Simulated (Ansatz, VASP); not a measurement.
**Be3TeSe2: VASP beside Ansatz**

```
Be Te Se
1.0
     0.00000    0.00000   -6.20641
     0.00000    6.51511    0.00000
     5.65098   -3.25755    0.00000
Be Te Se
6 2 4
Direct
  0.89206 0.18803 0.00000
  0.36585 0.16577 0.64690
  0.86585 0.83423 0.35310
  0.39206 0.81197 0.00000
  0.36585 0.51887 0.35310
  0.86585 0.48113 0.64690
  0.50150 0.17112 0.00000
  0.00150 0.82888 0.00000
  0.99987 0.16700 0.66070
  0.49987 0.83300 0.33930
  0.99987 0.50630 0.33930
  0.49987 0.49370 0.66070
```

Alike in both runs: task single point; functional PBE; k mesh 2 × 4 × 4; occupations gaussian, width 0.1 eV; no spin polarisation.

|  | VASP | Ansatz |
| --- | --- | --- |
| version | VASP 6.6.1 | Ansatz 0.2.0 |
| potentials or method | VASP PAW PBE potentials, release 64 (Be, Te, Se), cutoff 520 eV | scalar-relativistic, plane waves, PAW |
| valence electrons in the cell | 48 | 108 |

```csv
,VASP,Ansatz,Ansatz less VASP
gap on the k mesh at the Fermi level (eV),2.85,2.86,+0.012
least direct gap on the mesh (eV),2.91,2.93,+0.014
pressure (GPa),0.2,0.0,-0.16
rms of the force components (eV/Å),0.007,0.008,+0.0002
```

Atom by atom the forces differ by 0.002 eV/Å (rms over components). With one functional, cell and mesh, what is left measures potentials, basis and numerics. VASP's potentials hold 48 valence electrons a cell and Ansatz's 108, so a difference there can come from the potentials and not from the codes.

The k mesh is coarse, so the values compare programs but aren't converged. Neither program's run includes spin-orbit coupling.
